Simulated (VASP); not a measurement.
# NaH (Fm-3m) in VASP: settings compared, part 2 of 2

VASP 6.6.1. Earlier steps stand in the parts before.

## Step 4: Single point, PBE0

Input file POSCAR:

```
NaH
1.0
    0.0000000000      2.3975116441      2.3975116441
    2.3975116441      0.0000000000      2.3975116441
    2.3975116441      2.3975116441      0.0000000000
Na H
1 1
Direct
    0.0000000000      0.0000000000      0.0000000000
    0.5000000000      0.5000000000      0.5000000000
```

Input file INCAR.step1:

```
SYSTEM = NaH
ALGO     = Normal         ! electronic algorithm
EDIFF    = 1E-5           ! SCF threshold, eV
ENCUT    = 520            ! plane-wave cutoff, eV
GGA      = PE             ! functional
ISIF     = 2              ! what is computed and relaxed
ISMEAR   = 0              ! smearing method
LASPH    = .True.         ! aspherical terms in the spheres
LCHARG   = .False.        ! write CHGCAR
LREAL    = .False.        ! projectors in reciprocal space
LWAVE    = .True.         ! write WAVECAR
NBANDS   = 11             ! bands
NELM     = 80             ! most SCF steps
PREC     = Accurate       ! precision mode
SIGMA    = 0.01           ! smearing width, eV
```

Input file INCAR.step2:

```
SYSTEM = NaH
AEXX     = 0.25           ! exact-exchange fraction
ALGO     = Normal         ! electronic algorithm
EDIFF    = 1E-7           ! SCF threshold, eV
ENCUT    = 520            ! plane-wave cutoff, eV
GGA      = PE             ! functional
ISIF     = 2              ! what is computed and relaxed
ISMEAR   = 0              ! smearing method
ISTART   = 1            
LASPH    = .True.         ! aspherical terms in the spheres
LCHARG   = .False.        ! write CHGCAR
LHFCALC  = .True.         ! exact exchange
LREAL    = .False.        ! projectors in reciprocal space
LWAVE    = .False.        ! write WAVECAR
NBANDS   = 11             ! bands
NELM     = 80             ! most SCF steps
PREC     = Accurate       ! precision mode
PRECFOCK = Normal       
SIGMA    = 0.01           ! smearing width, eV
```

Input file KPOINTS:

```
k-points
0
Gamma
  6 6 6
  0 0 0
```

Launch:

```
cat potpaw_PBE.64/Na_pv/POTCAR potpaw_PBE.64/H/POTCAR > POTCAR
cp INCAR.step1 INCAR
mpirun -np 1 vasp_std > vasp.out
cp INCAR.step2 INCAR
mpirun -np 1 vasp_std > vasp.out
```

Wall time 14 min (1 thread of Oxide Virtual Turin-like, shared host); peak memory 0.13 GiB.

Results (log left out):

* Free energy: -6.1182 eV
* Pressure: 0.2 GPa
* Band gap on the k mesh: 5.63 eV (least direct gap 6.56 eV)

Levels at points of the mesh, in eV from the valence-band top:
| k point | band 1 | band 2 | band 3 | band 4 | band 5 | band 6 | band 7 | band 8 | band 9 |
| --- | --- | --- | --- | --- | --- | --- | --- | --- | --- |
| (0.00, 0.00, 0.00) | -24.33 | -24.33 | -24.33 | -4.03 | 13.01 | 17.99 | 17.99 | 17.99 | 19.09 |
| (0.50, 0.00, 0.00) | -24.42 | -24.34 | -24.34 | -0.93 | 5.63 | 13.12 | 15.77 | 15.77 | 18.92 |
| (0.50, 0.50, 0.00) | -24.41 | -24.36 | -24.36 | -0.14 | 6.49 | 12.13 | 12.96 | 12.96 | 14.34 |

Caveat: the PAW data sets were made with another functional, which shifts forces and pressure a little. A k mesh can miss the band edges.

## Step 5: Single point, r2SCANh

POSCAR is that of step 4.

Input file INCAR.step1:

```
SYSTEM = NaH
ALGO = Normal
EDIFF = 1E-5
ENCUT = 520
GGA = PE
ISIF = 2
ISMEAR = 0
LASPH = .TRUE.
LCHARG = .FALSE.
LREAL = .FALSE.
LWAVE = .TRUE.
NBANDS = 11
NELM = 100
PREC = Accurate
SIGMA = 0.01
```

Input file INCAR.step2:

```
SYSTEM = NaH
AEXX = 0.1
ALGO = Normal
EDIFF = 1E-6
ENCUT = 520
ISIF = 2
ISMEAR = 0
ISTART = 1
LASPH = .TRUE.
LCHARG = .FALSE.
LHFCALC = .TRUE.
LMIXTAU = .TRUE.
LREAL = .FALSE.
LWAVE = .FALSE.
METAGGA = R2SCAN
NBANDS = 11
NELM = 100
PREC = Accurate
PRECFOCK = Normal
SIGMA = 0.01
```

Input file KPOINTS:

```
k-points
0
G
  6 6 6
  0 0 0
```

Potentials or basis: VASP PAW PBE potentials, release 64 (Na_pv, H).

Launch:

```
cat potpaw_PBE.64/Na_pv/POTCAR potpaw_PBE.64/H/POTCAR > POTCAR
cp INCAR.step1 INCAR
mpirun -np 1 vasp_std > vasp.out
cp INCAR.step2 INCAR
mpirun -np 1 vasp_std > vasp.out
```

OUTCAR:

```text
SYSTEM = NaH
   AEXX = 0.1
   EDIFF = 1E-6
   ENCUT = 520
   ISIF = 2
   ISMEAR = 0
   ISTART = 1
   LASPH = .TRUE.
   LHFCALC = .TRUE.
   LREAL = .FALSE.
   METAGGA = R2SCAN
   NELM = 100
   PREC = Accurate
   PRECFOCK = Normal

 ion  position               nearest neighbor table
   1  0.000  0.000  0.000-
   2  0.500  0.500  0.500-

  LATTYP: Found a face centered cubic cell.
 ALAT       =     4.7950232882

  Lattice vectors:

[... 406 lines left out ...]
     10      21.1223      0.00000
     11      21.2310      0.00000

------------------------ aborting loop because EDIFF is reached ----------------------------------------

  FORCE on cell =-STRESS in cart. coord.  units (eV):
  Direction    XX          YY          ZZ          XY          YZ          ZX
  --------------------------------------------------------------------------------------
  -------------------------------------------------------------------------------------
  Total       -0.0578259     -0.0578259     -0.0578259     -0.0000000      0.0000000      0.0000000
  in kB       -3.3614060     -3.3614060     -3.3614060     -0.0000000      0.0000000      0.0000000
  external PRESSURE =      -3.3614060 kB  Pullay stress =       0.0000000 kB

 VOLUME and BASIS-vectors are now :
 -----------------------------------------------------------------------------
  energy-cutoff  :      520.00
  volume of cell :       27.56
      direct lattice vectors                 reciprocal lattice vectors
     0.000000000  2.397511644  2.397511644    -0.208549561  0.208549561  0.208549561
     2.397511644  0.000000000  2.397511644     0.208549561 -0.208549561  0.208549561
     2.397511644  2.397511644  0.000000000     0.208549561  0.208549561 -0.208549561

 POSITION                                       TOTAL-FORCE (eV/Angst)
 -----------------------------------------------------------------------------------
      0.00000      0.00000      0.00000        -0.000000     -0.000000     -0.000000
      2.39751      2.39751      2.39751         0.000000      0.000000      0.000000
 -----------------------------------------------------------------------------------
    total drift:                                0.000000     -0.000000     -0.000000

  FREE ENERGIE OF THE ION-ELECTRON SYSTEM (eV)
  ---------------------------------------------------
  free  energy   TOTEN  =        -7.7534989050 eV

  energy  without entropy=       -7.7534989050  energy(sigma->0) =       -7.75349890
```

Run time: 19 min. Hardware: 1 thread of Oxide Virtual Turin-like, shared host; peak memory 0.13 GiB.

What came out:

- Free energy: -7.7535 eV
- Pressure: -0.3 GPa
- Band gap on the k mesh: 5.08 eV (least direct gap 5.92 eV)

Levels at points of the mesh, in eV from the valence-band top:
```
           k point  band 1  band 2  band 3  band 4  band 5  band 6  band 7  band 8
(0.00, 0.00, 0.00)  -23.66  -23.66  -23.66   -3.73   12.46   17.32   17.32   17.32
(0.50, 0.00, 0.00)  -23.75  -23.67  -23.67   -0.84    5.08   12.61   14.90   14.90
(0.50, 0.50, 0.00)  -23.74  -23.69  -23.69   -0.13    5.91   11.52   12.31   12.31
```

Caveat: the PAW data sets were made with another functional, which shifts forces and pressure a little. A k mesh can miss the band edges.

## Step 6: Summary

| task | level | cell | cutoff (eV) | smearing | share of exact exchange | screening parameter | gap on the mesh (eV) | pressure (GPa) |
| --- | --- | --- | --- | --- | --- | --- | --- | --- |
| relaxation of cell and atoms | HSE06 | relaxed | 600 | fermi-dirac 0.02 eV | 0.25 | 0.2079 1/Å | 4.88 | 0.0 |
| single point | HSE06 | as given | 520 | gaussian 0.01 eV | 0.25 | 0.2079 1/Å | 4.89 | 0.2 |
| single point | PBE0 | as given | 520 | gaussian 0.01 eV | 0.25 | - | 5.63 | 0.2 |
| single point | r2SCANh | as given | 520 | gaussian 0.01 eV | 0.1 | - | 5.08 | -0.3 |

Alike in all rows: potentials or basis VASP PAW PBE potentials, release 64 (Na_pv, H); no spin polarisation; k mesh 6 × 6 × 6.

On the cell as given the gap runs from 4.89 eV (HSE06) to 5.63 eV (PBE0). The pressure there spans -0.3 GPa (r2SCANh) to 0.2 GPa (PBE0); a positive pressure means that this level wants a larger cell, a negative one a smaller.

Caveats: the PAW data sets were made with another functional, which shifts forces and pressure a little.

Absolute energies hang on the potentials; compare differences alone.
